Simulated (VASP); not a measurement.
# BaTiO3 (Pm-3m) in VASP: further runs, part 2 of 2

VASP 6.6.1. Earlier steps stand in the parts before.

**4. Relaxation of cell and atoms, PBE**

This run uses another cell than the first one, of 12.87 Å³/atom.

Input file INCAR:

```
ALGO = Normal ; EDIFF = 1E-6
EDIFFG = -0.01 ; ENCUT = 600
GGA = PE ; IBRION = 2
ISIF = 3 ; ISMEAR = 0
LASPH = T ; LCHARG = F
LREAL = F ; LWAVE = F
NELM = 100 ; NSW = 100
PREC = Accurate ; SIGMA = 0.02
```

Input file KPOINTS:

```
k-points
0
Gamma
  8 8 8
```

Input file POSCAR:

```
BaTiO3
1.0
    4.0072999000      0.0000000000      0.0000000000
    0.0000000000      4.0072999000      0.0000000000
    0.0000000000      0.0000000000      4.0072999000
Ba Ti O
1 1 3
Direct
    0.5000000000      0.5000000000      0.5000000000
    0.0000000000      0.0000000000      0.0000000000
    0.5000000000      0.0000000000      0.0000000000
    0.0000000000      0.5000000000      0.0000000000
    0.0000000000      0.0000000000      0.5000000000
```

Potentials or basis: VASP PAW PBE potentials, release 64 (Ba_sv, Ti_sv, O).

Launch:

```
$ cat potpaw_PBE.64/Ba_sv/POTCAR potpaw_PBE.64/Ti_sv/POTCAR potpaw_PBE.64/O/POTCAR > POTCAR
$ mpirun -np 1 vasp_std > vasp.out
```

OUTCAR:

```text
EDIFF = 1E-6
   EDIFFG = -0.01
   ENCUT = 600
   GGA = PE
   IBRION = 2
   ISIF = 3
   ISMEAR = 0
   LASPH = T
   LREAL = F
   NELM = 100
   NSW = 100
   PREC = Accurate

 ion  position               nearest neighbor table
   1  0.500  0.500  0.500-   3 2.83   4 2.83   5 2.83   3 2.83   4 2.83   3 2.83   5 2.83   3 2.83
                             4 2.83   5 2.83   4 2.83   5 2.83   2 3.47   2 3.47   2 3.47   2 3.47
   2  0.000  0.000  0.000-   3 2.00   4 2.00   5 2.00   5 2.00   4 2.00   3 2.00   1 3.47   1 3.47
                             1 3.47   1 3.47   1 3.47   1 3.47   1 3.47   1 3.47
   3  0.500  0.000  0.000-   2 2.00   2 2.00   1 2.83   1 2.83   1 2.83   1 2.83
   4  0.000  0.500  0.000-   2 2.00   2 2.00   1 2.83   1 2.83   1 2.83   1 2.83
   5  0.000  0.000  0.500-   2 2.00   2 2.00   1 2.83   1 2.83   1 2.83   1 2.83

  LATTYP: Found a simple cubic cell.
 ALAT       =     4.0072999000

  Lattice vectors:

 A1 = (   4.0072999000,   0.0000000000,   0.0000000000)
 A2 = (   0.0000000000,   4.0072999000,   0.0000000000)
 A3 = (   0.0000000000,   0.0000000000,   4.0072999000)

Analysis of symmetry for initial positions (statically):
=====================================================================
 Subroutine PRICEL returns:
 Original cell was already a primitive cell.

 Routine SETGRP: Setting up the symmetry group for a
 simple cubic supercell.

 Subroutine GETGRP returns: Found 48 space group operations
 (whereof 48 operations were pure point group operations)
 out of a pool of 48 trial point group operations.

The static configuration has the point symmetry O_h .

Analysis of symmetry for dynamics (positions and initial velocities):
=====================================================================
 Subroutine PRICEL returns:
 Original cell was already a primitive cell.

 Routine SETGRP: Setting up the symmetry group for a
 simple cubic supercell.

 Subroutine GETGRP returns: Found 48 space group operations
 (whereof 48 operations were pure point group operations)
[... 137 lines left out ...]
   LEPSILON=     F    determine dielectric tensor
   LRPA    =     F    only Hartree local field effects (RPA)
 conjugate gradient relaxation of ions
 non-spin polarized calculation
 Gauss-broadening in eV      SIGMA  =   0.02
  energy-cutoff  :      600.00
  volume of cell :       64.35
 maximum number of plane-waves:      2176
   NGX = 17   NGY = 17   NGZ = 17

--------------------------------------- Ionic step        1  -------------------------------------------

 number of electron      39.9999999 magnetization

 Free energy of the ion-electron system (eV)
  ---------------------------------------------------
  ext. energy  EPLUGINS =         0.00000000
  ---------------------------------------------------
  free energy    TOTEN  =       -39.97883521 eV

  energy without entropy =      -39.97883521  energy(sigma->0) =      -39.97883521

------------------------ aborting loop because EDIFF is reached ----------------------------------------

  FORCE on cell =-STRESS in cart. coord.  units (eV):
  Direction    XX          YY          ZZ          XY          YZ          ZX
  --------------------------------------------------------------------------------------
  -------------------------------------------------------------------------------------
  Total        1.2418923      1.2418923      1.2418923      0.0000000      0.0000000     -0.0000000
  in kB       30.9199630     30.9199630     30.9199630      0.0000000      0.0000000     -0.0000000
  external PRESSURE =      30.9199630 kB  Pullay stress =       0.0000000 kB
[... 65 lines left out ...]
--------------------------------------- Ionic step        3  -------------------------------------------

 number of electron      40.0000012 magnetization

 Free energy of the ion-electron system (eV)
  ---------------------------------------------------
  ext. energy  EPLUGINS =         0.00000000
  ---------------------------------------------------
  free energy    TOTEN  =       -39.99010392 eV

  energy without entropy =      -39.99010392  energy(sigma->0) =      -39.99010392

 E-fermi :   3.9028     XC(G=0): -11.1443

 val. band max:        3.6643205046   @ k =   0.5000   0.5000   0.5000
 cond. band min:       5.3662612484   @ k =   0.0000   0.0000   0.0000
 fundamental gap:      1.7019407438
 Fermi energy:         3.9028395357

 k-point     1 :       0.0000    0.0000    0.0000
  band No.  band energies     occupation
      1     -53.0644      2.00000
      2     -29.2641      2.00000
      3     -29.2641      2.00000
      4     -29.2641      2.00000
      5     -21.2005      2.00000
      6     -13.1778      2.00000
[... 637 lines left out ...]
     23       7.3805      0.00000
     24       8.6806      0.00000

 [... further k-points ...]

------------------------ aborting loop because EDIFF is reached ----------------------------------------

  FORCE on cell =-STRESS in cart. coord.  units (eV):
  Direction    XX          YY          ZZ          XY          YZ          ZX
  --------------------------------------------------------------------------------------
  -------------------------------------------------------------------------------------
  Total       -0.0016597     -0.0016597     -0.0016597      0.0000000      0.0000000      0.0000000
  in kB       -0.0405683     -0.0405683     -0.0405683      0.0000000      0.0000000      0.0000000
  external PRESSURE =      -0.0405683 kB  Pullay stress =       0.0000000 kB
[... 20 lines left out ...]
  FREE ENERGIE OF THE ION-ELECTRON SYSTEM (eV)
  ---------------------------------------------------
  free  energy   TOTEN  =       -39.9901039229 eV

  energy  without entropy=      -39.9901039229  energy(sigma->0) =      -39.99010392

 reached required accuracy - stopping structural energy minimisation
```

OSZICAR:

```text
N       E                     dE             d eps       ncg     rms          rms(c)
DAV:   1     0.480228076020E+03    0.48023E+03   -0.22953E+04  1680   0.197E+03
DAV:   2    -0.309990462437E+01   -0.48333E+03   -0.47438E+03  2064   0.504E+02
DAV:   3    -0.487452098098E+02   -0.45645E+02   -0.44424E+02  2008   0.154E+02
[... 32 lines left out ...]
DAV:   5    -0.399895342175E+02   -0.35244E-03   -0.15743E-03  2368   0.320E-01    0.994E-02
DAV:   6    -0.399899519572E+02   -0.41774E-03   -0.97094E-04  2344   0.163E-01    0.735E-02
DAV:   7    -0.399900980730E+02   -0.14612E-03   -0.28043E-04  2360   0.109E-01    0.139E-02
DAV:   8    -0.399901017458E+02   -0.36728E-05   -0.21689E-05  2200   0.291E-02    0.925E-03
DAV:   9    -0.399901040749E+02   -0.23290E-05   -0.39643E-06  1744   0.146E-02    0.124E-03
DAV:  10    -0.399901039229E+02    0.15198E-06   -0.36465E-07   912   0.382E-03
   3 F= -.39990104E+02 E0= -.39990104E+02  d E =-.112687E-01
```

It took 91 s on 1 thread of Intel Xeon Platinum 8375C at 2.90GHz (Ice Lake), shared host; peak memory 0.23 GiB.

Results:

- Free energy: -39.9901 eV
- Relaxed volume: 13.11 Å³/atom
- Relaxed cell: a = 4.032 Å, b = 4.032 Å, c = 4.032 Å, α = 90.00°, β = 90.00°, γ = 90.00°
- Space group after relaxing (to 0.1 Å): Pm-3m (No. 221)
- Energy gained by relaxing: 2.3 meV/atom
- Ionic steps: 3
- Pressure after relaxing: 0.0 GPa
- Band gap on the k mesh: 1.70 eV (least direct gap 1.87 eV)

Step by step:
```
step  energy change (eV)  largest force (eV/Å)  pressure (GPa)  volume (Å³)
   1              0.0000                0.0000            3.09        64.35
   2             -0.0015                0.0000           -2.69        66.69
   3             -0.0113                0.0000            0.00        65.55
```

Final structure:
```
CELL_PARAMETERS angstrom
4.03194 0.00000 0.00000
0.00000 4.03194 0.00000
0.00000 0.00000 4.03194
ATOMIC_POSITIONS crystal
Ba 0.50000 0.50000 0.50000
Ti 0.00000 0.00000 0.00000
O 0.50000 0.00000 0.00000
O 0.00000 0.50000 0.00000
O 0.00000 0.00000 0.50000
```

Levels at points of the mesh, in eV from the valence-band top:
```
           k point  band 16  band 17  band 18  band 19  band 20  band 21  band 22  band 23  band 24
(0.00, 0.00, 0.00)    -1.06    -1.06    -0.17    -0.17    -0.17     1.70     1.70     1.70     3.75
(0.50, 0.00, 0.00)    -1.86    -1.80    -1.80    -0.71    -0.71     1.85     3.38     3.38     3.76
(0.50, 0.50, 0.00)    -2.61    -1.73    -0.88    -0.88    -0.09     3.38     3.38     3.79     4.58
(0.50, 0.50, 0.50)    -2.41    -2.41     0.00     0.00     0.00     4.02     4.02     4.02     6.63
```

Caveat: spin-orbit coupling is left out, which moves the levels of the heavy elements.

**5. The runs side by side**

| task | spin | cell | k mesh | cutoff (eV) | smearing | gap on the mesh (eV) | pressure (GPa) |
| --- | --- | --- | --- | --- | --- | --- | --- |
| single point | off | a = 4.019 Å, 5 atoms | 8 × 8 × 8 | 520 | gaussian 0.02 eV | 1.72 | 1.7 |
| single point | collinear | a = 4.007 Å, 5 atoms | 4 × 4 × 4 | 520 | gaussian 0.1 eV | 1.72 | 3.3 |
| relaxation of cell and atoms | off | relaxed from a = 4.007 Å, 5 atoms | 8 × 8 × 8 | 600 | gaussian 0.02 eV | 1.70 | 0.0 |

Alike in all rows: level PBE; potentials or basis VASP PAW PBE potentials, release 64 (Ba_sv, Ti_sv, O).

Caveats: spin-orbit coupling is left out, which moves the levels of the heavy elements; the cell stands under pressure (at least some runs).

Absolute energies hang on the potentials; compare differences alone.
